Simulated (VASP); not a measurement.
Write the native input for VASP 6.6.1 that does the following.

| Item | Value |
| --- | --- |
| Task | single point |
| Functional | PBE |
| Potentials or basis | VASP PAW PBE potentials, release 64 (Ge_d) |
| Cutoff | 520 eV |
| k mesh | 14 × 14 × 14 |
| Occupations | gaussian, width 0.15 eV |
| Spin | no spin polarisation |
| Dipole correction | no |
| Further INCAR settings | ALGO = Normal; EDIFF = 1e-06; NBANDS = 21 |

The structure of Ge lies in POSCAR:

```
Ge
1.0
    0.0000000000      2.8805347716      2.9957561625
    2.8805347716      0.0000000000      2.9957561625
    2.8805347716      2.8805347716      0.0000000000
Ge
2
Direct
    0.5000000000      0.5000000000      0.5000000000
    0.7500000000      0.7500000000      0.7500000000
```

This cell differs from its parent crystal: engineering shear strain xy +0.0000, normal strain along z +0.0400.

These files were run (other wordings do the same):

INCAR

```
SYSTEM = Ge
PREC     = Accurate       ! precision mode
ENCUT    = 520            ! plane-wave cutoff, eV
EDIFF    = 1E-6           ! SCF threshold, eV
ISMEAR   = 0              ! smearing method
SIGMA    = 0.15           ! smearing width, eV
LREAL    = .False.        ! projectors in reciprocal space
LASPH    = .True.         ! aspherical terms in the spheres
NELM     = 60             ! most SCF steps
ALGO     = Normal         ! electronic algorithm
ISIF     = 2              ! what is computed and relaxed
LWAVE    = .False.        ! write WAVECAR
LCHARG   = .False.        ! write CHGCAR
GGA      = PE             ! functional
NBANDS   = 21             ! bands
```

KPOINTS

```
Automatic mesh
0
Gamma
  14 14 14
  0 0 0
```

Potentials or basis: VASP PAW PBE potentials, release 64 (Ge_d).

Run with:

```sh
$ cat potpaw_PBE.64/Ge_d/POTCAR > POTCAR
$ mpirun -np 1 vasp_std > vasp.out
```

It gave:

```
Pressure               : -2.2 GPa
Band gap on the k mesh : zero (band 14 reaches 4.22 eV, above the bottom of band 15 at 4.02 eV)
```

Caveat: the cell differs from its parent crystal (engineering shear strain xy +0.0000, normal strain along z +0.0400).

It took 92 s on 1 thread of Intel(R) Xeon(R) 6975P-C (Granite Rapids), on a shared host, peak memory 0.32 GiB.
